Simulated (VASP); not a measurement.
# Pt (Fm-3m) in VASP: a series of runs

Runs on Pt. Level: PBEsol. Tasks: single point, relaxation of cell and atoms.

All numbers are computed with VASP 6.6.1; they aren't measurements. Logs are shortened: lines on timing, memory, paths and dates and some standing lists are left out, and cuts for length are marked.

### Step 1. The cell of the first run

The structure is cubic, space group Fm-3m (No. 225). The conventional cell has a = 3.918 Å, b = 3.918 Å, c = 3.918 Å, α = 90.00°, β = 90.00°, γ = 90.00°. Within 3.7 Å of Pt (site symmetry m-3m) lie 12 Pt at 2.77 Å.

### Step 2. Single point, PBEsol

The input, INCAR:

```
SYSTEM = Pt
  PREC = Accurate
  ENCUT = 520
  EDIFF = 1E-6
  ISMEAR = 0
  SIGMA = 0.1
  LREAL = .FALSE.
  LASPH = .TRUE.
  NELM = 80
  ALGO = Fast
  ISIF = 2
  LWAVE = .FALSE.
  LCHARG = .FALSE.
  GGA = PS
  NBANDS = 11
```

The input, KPOINTS:

```
Automatic mesh
0
G
  36 36 36
  0 0 0
```

The input, POSCAR:

```
Pt
1.0
    0.0000000000      1.9590102817      1.9590102817
    1.9590102817      0.0000000000      1.9590102817
    1.9590102817      1.9590102817      0.0000000000
Pt
1
Direct
    0.0000000000      0.0000000000      0.0000000000
```

Potentials or basis: VASP PAW PBE potentials, release 64 (Pt).

Started as:

```
$ cat potpaw_PBE.64/Pt/POTCAR > POTCAR
$ mpirun -np 1 vasp_std > vasp.out
```

OUTCAR:

```text
SYSTEM = Pt
   PREC = Accurate
   ENCUT = 520
   EDIFF = 1E-6
   ISMEAR = 0
   LREAL = .FALSE.
   LASPH = .TRUE.
   NELM = 80
   ISIF = 2
   GGA = PS

 ion  position               nearest neighbor table
   1  0.000  0.000  0.000-

  LATTYP: Found a face centered cubic cell.
 ALAT       =     3.9180205634

  Lattice vectors:

 A1 = (   0.0000000000,   1.9590102817,   1.9590102817)
 A2 = (   1.9590102817,   0.0000000000,   1.9590102817)
 A3 = (   1.9590102817,   1.9590102817,   0.0000000000)

Analysis of symmetry for initial positions (statically):
=====================================================================
 Subroutine PRICEL returns:
 Original cell was already a primitive cell.

 Routine SETGRP: Setting up the symmetry group for a
 face centered cubic supercell.

 Subroutine GETGRP returns: Found 48 space group operations
 (whereof 48 operations were pure point group operations)
 out of a pool of 48 trial point group operations.

The static configuration has the point symmetry O_h .

Analysis of symmetry for dynamics (positions and initial velocities):
=====================================================================
 Subroutine PRICEL returns:
 Original cell was already a primitive cell.

 Routine SETGRP: Setting up the symmetry group for a
 face centered cubic supercell.

 Subroutine GETGRP returns: Found 48 space group operations
 (whereof 48 operations were pure point group operations)
 out of a pool of 48 trial point group operations.

The dynamic configuration has the point symmetry O_h .

 Subroutine INISYM returns: Found 48 space group operations
 (whereof 48 operations are pure point group operations),
 and found     1 'primitive' translations

----------------------------------------------------------------------------------------

                                     Primitive cell

  volume of cell :      15.0363

  direct lattice vectors                    reciprocal lattice vectors
     0.000000000  1.959010282  1.959010282    -0.255230922  0.255230922  0.255230922
     1.959010282  0.000000000  1.959010282     0.255230922 -0.255230922  0.255230922
     1.959010282  1.959010282  0.000000000     0.255230922  0.255230922 -0.255230922

  length of vectors
     2.770458909  2.770458909  2.770458909     0.442072924  0.442072924  0.442072924

  position of ions in fractional coordinates (direct lattice)
     0.000000000  0.000000000  0.000000000

  ion indices of the primitive-cell ions
   primitive index   ion index
                 1           1

----------------------------------------------------------------------------------------

 KPOINTS: Automatic mesh

Automatic generation of k-mesh.
 Grid dimensions read from file:
 generate k-points for:   36   36   36

 Generating k-lattice:

  Cartesian coordinates                     Fractional coordinates (reciprocal lattice)
    -0.007089748  0.007089748  0.007089748     0.027777778  0.000000000  0.000000000
     0.007089748 -0.007089748  0.007089748     0.000000000  0.027777778  0.000000000
     0.007089748  0.007089748 -0.007089748     0.000000000  0.000000000  0.027777778

  Length of vectors
     0.012279803  0.012279803  0.012279803

  Shift w.r.t. Gamma in fractional coordinates (k-lattice)
     0.000000000  0.000000000  0.000000000

 Subroutine IBZKPT returns following result:
 ===========================================

 Found   1240 irreducible k-points:

 Following reciprocal coordinates:
            Coordinates               Weight
  0.000000  0.000000  0.000000      1.000000
  0.027778  0.000000  0.000000      8.000000
  0.055556  0.000000  0.000000      8.000000
  0.083333  0.000000  0.000000      8.000000
  0.111111  0.000000  0.000000      8.000000
  0.138889  0.000000  0.000000      8.000000
[... 16 lines left out ...]
  0.111111  0.027778  0.000000     24.000000
  0.138889  0.027778  0.000000     24.000000
 [... further k-points ...]
   k-points           NKPTS =   1240   k-points in BZ     NKDIM =   1240   number of bands    NBANDS=     11
   number of dos      NEDOS =    301   number of ions     NIONS =      1
   total plane-waves  NPLWV =  13824
   dimension x,y,z NGX =    24 NGY =   24 NGZ =   24
   dimension x,y,z NGXF=    48 NGYF=   48 NGZF=   48
   ions per type =               1
   NGX,Y,Z   is equivalent  to a cutoff of  14.40, 14.40, 14.40 a.u.
   NGXF,Y,Z  is equivalent  to a cutoff of  28.80, 28.80, 28.80 a.u.
 SYSTEM =  Pt
   PREC   = accura    normal or accurate (medium, high low for compatibility)
   ISTART =      0    job   : 0-new  1-cont  2-samecut
   ICHARG =      2    charge: 1-file 2-atom 10-const
   ISPIN  =      1    spin polarized calculation?
   LNONCOLLINEAR =      F non collinear calculations
   LSORBIT =      F    spin-orbit coupling
   LASPH  =      T    aspherical Exc in radial PAW
   ENCUT  =  520.0 eV  38.22 Ry    6.18 a.u.   5.15  5.15  5.15*2*pi/ulx,y,z
   NELM   =     80;   NELMIN=  2; NELMDL= -5     # of ELM steps
   EDIFF  = 0.1E-05   stopping-criterion for ELM
   LREAL  =      F    real-space projection
[... 7 lines left out ...]
   TEBEG  =    0.0;   TEEND  =   0.0 temperature during run
   PSTRESS=    0.0 pullay stress
   NELECT =      10.0000    total number of electrons
   NUPDOWN=      -1.0000    fix difference up-down
   EMIN   =  10.00;   EMAX   =-10.00  energy-range for DOS
   EFERMI =   0.00;   METHOD = LEGACY
   ISMEAR =     0;   SIGMA  =   0.10  broadening in eV -4-tet -1-fermi 0-gaus
   EFERMI_NEDOS =   21; number of points for ismear=-14 and -15
   IALGO  =     68    algorithm
   IMIX   =      4    mixing-type and parameters
     AMIX     =   0.40;   BMIX     =  1.00
     AMIX_MAG =   1.60;   BMIX_MAG =  1.00
  volume/ion in A,a.u.               =      15.04       101.47
  Fermi-wavevector in a.u.,A,eV,Ry     =   1.428986  2.700393 27.783128  2.042002
  Thomas-Fermi vector in A             =   2.548989
   LORBIT       =      0    0 simple, 1 ext, 2 COOP (PROOUT), +10 PAW based schemes
   GGA     = PS    functional components
   LHFCALC =     F    Hartree Fock is set to
   AEXX    =    0.0000 exact exchange contribution
   IVDW    =     0    specifies the selected vdW correction
   LEPSILON=     F    determine dielectric tensor
   LRPA    =     F    only Hartree local field effects (RPA)
 non-spin polarized calculation
 RMM-DIIS sequential band-by-band and
 Gauss-broadening in eV      SIGMA  =   0.10
  energy-cutoff  :      520.00
  volume of cell :       15.04
 maximum number of plane-waves:       419
 NGX is ok and might be reduce to    24
   NGX = 11   NGY = 11   NGZ = 11

 number of electron      10.0000000 magnetization

 Free energy of the ion-electron system (eV)
  ---------------------------------------------------
  ext. energy  EPLUGINS =         0.00000000
  ---------------------------------------------------
  free energy    TOTEN  =        -6.96834128 eV

  energy without entropy =       -6.95855339  energy(sigma->0) =       -6.96344733

 E-fermi :  11.1503     XC(G=0): -13.6457

 val. band max:       11.1488614976   @ k =   0.3889   0.1389   0.0556
 cond. band min:      11.1505485288   @ k =   0.3889   0.1944   0.0278
 fundamental gap:      0.0016870313
 Fermi energy:        11.1502773795

 k-point     1 :       0.0000    0.0000    0.0000
  band No.  band energies     occupation
      1       0.8239      2.00000
      2       7.3295      2.00000
      3       7.3295      2.00000
      4       7.3295      2.00000
      5       9.5194      2.00000
      6       9.5194      2.00000
      7      25.7692      0.00000
      8      30.7441      0.00000
      9      30.7441      0.00000
     10      30.7441      0.00000
     11      36.0534      0.00000

 k-point     2 :       0.0278    0.0000    0.0000
  band No.  band energies     occupation
      1       0.8553      2.00000
      2       7.3148      2.00000
      3       7.3423      2.00000
      4       7.3423      2.00000
      5       9.5118      2.00000
      6       9.5118      2.00000
      7      25.8191      0.00000
      8      30.5575      0.00000
      9      30.7926      0.00000
     10      30.7926      0.00000
     11      36.2629      0.00000

 k-point     3 :       0.0556    0.0000    0.0000
  band No.  band energies     occupation
      1       0.9489      2.00000
      2       7.2726      2.00000
      3       7.3797      2.00000
      4       7.3797      2.00000
      5       9.4906      2.00000
      6       9.4906      2.00000
      7      25.9655      0.00000
      8      30.0697      0.00000
      9      30.9368      0.00000
     10      30.9368      0.00000
     11      36.7998      0.00000

 k-point     4 :       0.0833    0.0000    0.0000
  band No.  band energies     occupation
      1       1.1024      2.00000
      2       7.2072      2.00000
      3       7.4381      2.00000
      4       7.4381      2.00000
      5       9.4605      2.00000
      6       9.4605      2.00000
      7      26.1987      0.00000
      8      29.4081      0.00000
      9      31.1735      0.00000
     10      31.1735      0.00000
     11      37.4332      0.00000

 k-point     5 :       0.1111    0.0000    0.0000
  band No.  band energies     occupation
      1       1.3124      2.00000
      2       7.1263      2.00000
      3       7.5113      2.00000
      4       7.5113      2.00000
      5       9.4291      2.00000
      6       9.4291      2.00000
      7      26.5005      0.00000
      8      28.6606      0.00000
      9      31.4971      0.00000
     10      31.4971      0.00000
     11      37.6408      0.00000

 k-point     6 :       0.1389    0.0000    0.0000
  band No.  band energies     occupation
      1       1.5730      2.00000
      2       7.0400      2.00000
      3       7.5895      2.00000
      4       7.5895      2.00000
      5       9.4079      2.00000
      6       9.4079      2.00000
      7      26.8417      0.00000
      8      27.8714      0.00000
      9      31.8991      0.00000
     10      31.8991      0.00000
     11      36.9937      0.00000

 k-point     7 :       0.1667    0.0000    0.0000
  band No.  band energies     occupation
      1       1.8754      2.00000
      2       6.9619      2.00000
      3       7.6600      2.00000
      4       7.6600      2.00000
      5       9.4115      2.00000
      6       9.4115      2.00000
      7      27.0339      0.00000
      8      27.2019      0.00000
      9      32.3675      0.00000
     10      32.3675      0.00000
     11      36.0860      0.00000

 k-point     8 :       0.1944    0.0000    0.0000
  band No.  band energies     occupation
      1       2.2070      2.00000
      2       6.9085      2.00000
      3       7.7087      2.00000
      4       7.7087      2.00000
      5       9.4547      2.00000
      6       9.4547      2.00000
      7      26.2096      0.00000
      8      27.4579      0.00000
      9      32.8821      0.00000
     10      32.8821      0.00000
     11      35.2975      0.00000
[... 141 lines left out ...]
 k-point    19 :       0.5000    0.0000    0.0000
  band No.  band energies     occupation
      1       3.7516      2.00000
      2       7.2702      2.00000
      3       7.2702      2.00000
      4      10.5922      2.00000
      5      11.1986      0.49397
      6      11.1986      0.49396
      7      16.9781      0.00000
      8      25.3233      0.00000
      9      30.1157      0.00000
     10      30.1157      0.00000
     11      39.5850      0.00000

 k-point    20 :       0.0278    0.0278    0.0000
  band No.  band energies     occupation
      1       0.8658      2.00000
      2       7.3011      2.00000
      3       7.3511      2.00000
      4       7.3511      2.00000
      5       9.4879      2.00000
      6       9.5305      2.00000
      7      25.8359      0.00000
      8      30.6006      0.00000
      9      30.7548      0.00000
     10      30.7548      0.00000
     11      36.3357      0.00000

 k-point    21 :       0.0556    0.0278    0.0000
  band No.  band energies     occupation
      1       0.9387      2.00000
      2       7.2630      2.00000
      3       7.3814      2.00000
      4       7.3848      2.00000
      5       9.4499      2.00000
      6       9.5347      2.00000
      7      25.9506      0.00000
      8      30.2383      0.00000
      9      30.8123      0.00000
     10      30.8922      0.00000
     11      36.7711      0.00000

 k-point    22 :       0.0833    0.0278    0.0000
  band No.  band energies     occupation
      1       1.0723      2.00000
      2       7.2038      2.00000
      3       7.4314      2.00000
      4       7.4402      2.00000
      5       9.4014      2.00000
      6       9.5278      2.00000
      7      26.1558      0.00000
      8      29.6361      0.00000
      9      30.9619      0.00000
     10      31.1505      0.00000
     11      37.3889      0.00000

 k-point    23 :       0.1111    0.0278    0.0000
  band No.  band energies     occupation
      1       1.2637      2.00000
      2       7.1271      2.00000
      3       7.4990      2.00000
      4       7.5114      2.00000
      5       9.3495      2.00000
      6       9.5165      2.00000
      7      26.4365      0.00000
      8      28.9217      0.00000
      9      31.1977      0.00000
     10      31.4965      0.00000
     11      37.7688      0.00000

 k-point    24 :       0.1389    0.0278    0.0000
  band No.  band energies     occupation
      1       1.5078      2.00000
      2       7.0414      2.00000
      3       7.5764      2.00000
      4       7.5895      2.00000
      5       9.3049      2.00000
      6       9.5106      2.00000
      7      26.7678      0.00000
      8      28.1517      0.00000
      9      31.5107      0.00000
     10      31.9224      0.00000
     11      37.2692      0.00000

 [... further k-points ...]
[... 5 lines left out ...]
  --------------------------------------------------------------------------------------
  -------------------------------------------------------------------------------------
  Total       -0.0392758     -0.0392758     -0.0392758      0.0000000      0.0000000      0.0000000
  in kB       -4.1849963     -4.1849963     -4.1849963      0.0000000      0.0000000      0.0000000
  external PRESSURE =      -4.1849963 kB  Pullay stress =       0.0000000 kB

 VOLUME and BASIS-vectors are now :
 -----------------------------------------------------------------------------
  energy-cutoff  :      520.00
  volume of cell :       15.04
      direct lattice vectors                 reciprocal lattice vectors
     0.000000000  1.959010282  1.959010282    -0.255230922  0.255230922  0.255230922
     1.959010282  0.000000000  1.959010282     0.255230922 -0.255230922  0.255230922
     1.959010282  1.959010282  0.000000000     0.255230922  0.255230922 -0.255230922

 POSITION                                       TOTAL-FORCE (eV/Angst)
 -----------------------------------------------------------------------------------
      0.00000      0.00000      0.00000         0.000000      0.000000      0.000000
 -----------------------------------------------------------------------------------
    total drift:                               -0.000000      0.000000     -0.000000

  FREE ENERGIE OF THE ION-ELECTRON SYSTEM (eV)
  ---------------------------------------------------
  free  energy   TOTEN  =        -6.9683412788 eV

  energy  without entropy=       -6.9585533871  energy(sigma->0) =       -6.96344733
```

Wall time 61 s (1 thread of Intel Xeon 6975P-C (Granite Rapids), shared host); peak memory 0.32 GiB.

What came out:

* Free energy: -6.9683 eV
* Pressure: -0.4 GPa
* Band gap on the k mesh: zero (band 5 reaches 11.65 eV, above the bottom of band 6 at 9.41 eV)

Caveat: the PAW data sets were made with another functional, which shifts forces and pressure a little; spin-orbit coupling is left out, which moves the levels of the heavy elements.

### Step 3. Relaxation of cell and atoms, PBEsol

The input, INCAR:

```
SYSTEM = Pt
  PREC = Accurate
  ENCUT = 600
  EDIFF = 1E-6
  ISMEAR = 0
  SIGMA = 0.1
  LREAL = .FALSE.
  LASPH = .TRUE.
  NELM = 80
  ALGO = Fast
  ISIF = 3
  LWAVE = .FALSE.
  LCHARG = .FALSE.
  GGA = PS
  IBRION = 2
  NSW = 80
  EDIFFG = -0.003
```

The input, KPOINTS:

```
regular mesh
0
G
  36 36 36
  0 0 0
```

The input, POSCAR:

```
Pt
1.0
    0.0000000000      1.9600000000      1.9600000000
    1.9600000000      0.0000000000      1.9600000000
    1.9600000000      1.9600000000      0.0000000000
Pt
1
Direct
    0.0000000000      0.0000000000      0.0000000000
```

Potentials or basis: VASP PAW PBE potentials, release 64 (Pt).

Started as:

```
$ cat potpaw_PBE.64/Pt/POTCAR > POTCAR
$ mpirun -np 1 vasp_std > vasp.out
```

OUTCAR:

```text
SYSTEM = Pt
   PREC = Accurate
   ENCUT = 600
   EDIFF = 1E-6
   ISMEAR = 0
   LREAL = .FALSE.
   LASPH = .TRUE.
   NELM = 80
   ISIF = 3
   GGA = PS
   IBRION = 2
   NSW = 80
   EDIFFG = -0.003

 ion  position               nearest neighbor table
   1  0.000  0.000  0.000-

  LATTYP: Found a face centered cubic cell.
 ALAT       =     3.9200000000

  Lattice vectors:

 A1 = (   0.0000000000,   1.9600000000,   1.9600000000)
 A2 = (   1.9600000000,   0.0000000000,   1.9600000000)
 A3 = (   1.9600000000,   1.9600000000,   0.0000000000)

Analysis of symmetry for initial positions (statically):
=====================================================================
 Subroutine PRICEL returns:
 Original cell was already a primitive cell.
[... 248 lines left out ...]

  energy without entropy =       -6.95862397  energy(sigma->0) =       -6.96350850

 E-fermi :  11.1723     XC(G=0): -13.6522

 val. band max:       11.1706941172   @ k =   0.3889   0.1389   0.0556
 cond. band min:      11.1723287532   @ k =   0.3889   0.1944   0.0278
 fundamental gap:      0.0016346360
 Fermi energy:        11.1722733657

 k-point     1 :       0.0000    0.0000    0.0000
  band No.  band energies     occupation
      1       0.8331      2.00000
      2       7.3442      2.00000
      3       7.3442      2.00000
      4       7.3442      2.00000
      5       9.5383      2.00000
      6       9.5383      2.00000
      7      25.7877      0.00000
      8      30.7691      0.00000
      9      30.7691      0.00000
[... 265 lines left out ...]
 k-point    24 :       0.1389    0.0278    0.0000
  band No.  band energies     occupation
      1       1.5177      2.00000
      2       7.0555      2.00000
      3       7.5916      2.00000
      4       7.6046      2.00000
      5       9.3232      2.00000
      6       9.5294      2.00000
      7      26.7886      0.00000
      8      28.1767      0.00000
      9      31.5382      0.00000

 [... further k-points ...]
[... 5 lines left out ...]
  --------------------------------------------------------------------------------------
  -------------------------------------------------------------------------------------
  Total       -0.0024158     -0.0024158     -0.0024158      0.0000000      0.0000000      0.0000000
  in kB       -0.2577048     -0.2577048     -0.2577048      0.0000000      0.0000000      0.0000000
  external PRESSURE =      -0.2577048 kB  Pullay stress =       0.0000000 kB
[... 16 lines left out ...]
  FREE ENERGIE OF THE ION-ELECTRON SYSTEM (eV)
  ---------------------------------------------------
  free  energy   TOTEN  =        -6.9683930393 eV

  energy  without entropy=       -6.9586239656  energy(sigma->0) =       -6.96350850

 reached required accuracy - stopping structural energy minimisation
```

Wall time 1.8 min (1 thread of Intel Xeon 6975P-C (Granite Rapids), shared host); peak memory 0.36 GiB.

Results:

```yaml
Free_energy: -6.9684 eV
Relaxed_volume: 15.02 Å³/atom
Relaxed_cell: a = 2.769 Å, b = 2.769 Å, c = 2.769 Å, α = 60.00°, β = 60.00°, γ = 60.00°
Space_group_after_relaxing_to_0.05_Å: Fm-3m (No. 225)
Energy_gained_by_relaxing: 0.1 meV/atom
Ionic_steps: 3
Pressure_after_relaxing: 0.0 GPa
Band_gap_on_the_k_mesh: zero (band 5 reaches 11.68 eV, above the bottom of band 6 at 9.43 eV)
```

Final structure:
```
Pt
1.0
     0.00000    1.95828    1.95828
     1.95828    0.00000    1.95828
     1.95828    1.95828    0.00000
Pt
1
Cartesian
  0.0000 0.0000 0.0000
```

Caveat: the PAW data sets were made with another functional, which shifts forces and pressure a little; spin-orbit coupling is left out, which moves the levels of the heavy elements.
